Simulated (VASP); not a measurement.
Crystal: Mn3Si.

```
Mn Si
1.0
     0.00000    2.86100    2.86100
     2.86100    0.00000    2.86100
     2.86100    2.86100    0.00000
Mn Si
3 1
Direct
  0.50000 0.50000 0.50000
  0.25000 0.25000 0.25000
  0.75000 0.75000 0.75000
  0.00000 0.00000 0.00000
```

Base run:

* Program: VASP 6.6.1
* Functional: r2SCAN
* Potentials or basis: VASP PAW PBE potentials, release 64 (Mn_pv, Si)
* Cutoff: 520 eV
* k mesh: 7 × 7 × 7
* Occupations: fermi-dirac, width 0.1 eV
* Spin: collinear spin, ferromagnetic start
* Starting moments: [2.113, 2.113, 2.114, 0.0] μB
* Fixed moment: 6.34 μB

Its results: pressure 3.4 GPa; site moments Mn +0.83, +2.82 (each value once); Si -0.09 μB.

Problem. The run is repeated on the same cell with these changes: fixed moment from 6.34 μB to 10.14 μB; moments at the start from [2.11, 2.11, 2.11, 0.0] to [3.38, 3.38, 3.38, 0.0]. What comes out?

Solution. Pressure 27.5 GPa; site moments Mn +3.52, +3.27 (each value once); Si -0.09 μB.

Caveats: the cell stands under pressure; the PAW data sets were made with another functional, which shifts forces and pressure a little; the total moment is fixed, so each spin has its own Fermi level and the state may be an excited one.
